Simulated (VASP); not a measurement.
## CdSe: single point with PBE

CdSe:

```
Cd Se
1.0
     0.00000    2.87396    2.87396
     2.87396    0.00000    2.87396
     2.87396    2.87396    0.00000
Cd Se
1 1
Direct
  0.00000 0.00000 0.00000
  0.50000 0.50000 0.50000
```

```yaml
Program: VASP 6.6.1
Task: single point
Functional: PBE
Potentials_or_basis: VASP PAW PBE potentials, release 64 (Cd, Se)
Cutoff: 520 eV
k_mesh: 8 × 8 × 8
Occupations: gaussian, width 0.02 eV
Spin: no spin polarisation
```

* Pressure: 0.0 GPa
* Band gap on the k mesh: zero (band 9 reaches 2.25 eV, above the bottom of band 10 at 1.81 eV)

Levels at points of the mesh, in eV from the Fermi level:
```
           k point  band 7  band 8  band 9  band 10  band 11  band 12
(0.00, 0.00, 0.00)   -0.61   -0.61   -0.61     0.08     8.64     8.64
(0.50, 0.00, 0.00)   -4.93   -0.05   -0.05     3.02     5.26     5.26
(0.50, 0.50, 0.00)   -4.07   -2.04   -2.04    -0.46     5.47     9.71
```

Run time: 19 s on 1 thread of AMD EPYC 7R13 Processor (Zen 3), on a shared host, peak memory 0.14 GiB.
